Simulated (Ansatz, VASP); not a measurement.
## ScPt in VASP and in Ansatz

```
Sc Pt
1.0
     3.28943    0.00000    0.00000
     0.00000    3.28943    0.00000
     0.00000    0.00000    3.28943
Sc Pt
1 1
Direct
  0.50000 0.50000 0.50000
  0.00000 0.00000 0.00000
```

Alike in both runs: task single point; functional PBEsol; k mesh 11 × 11 × 11; occupations fermi-dirac, width 0.05 eV; no spin polarisation.

|  | VASP | Ansatz |
| --- | --- | --- |
| version | VASP 6.6.1 | Ansatz 0.2.0 |
| potentials or method | VASP PAW PBE potentials, release 64 (Sc_sv, Pt), cutoff 520 eV | all-electron LAPW, scalar-relativistic |

|  | VASP | Ansatz | Ansatz less VASP |
| --- | --- | --- | --- |
| pressure (GPa) | -3.9 | -4.1 | -0.11 |

VASP's potentials were made for PBE, not for PBEsol. Ansatz ran all-electron here, and VASP with PAW potentials.

Neither program's run includes spin-orbit coupling.
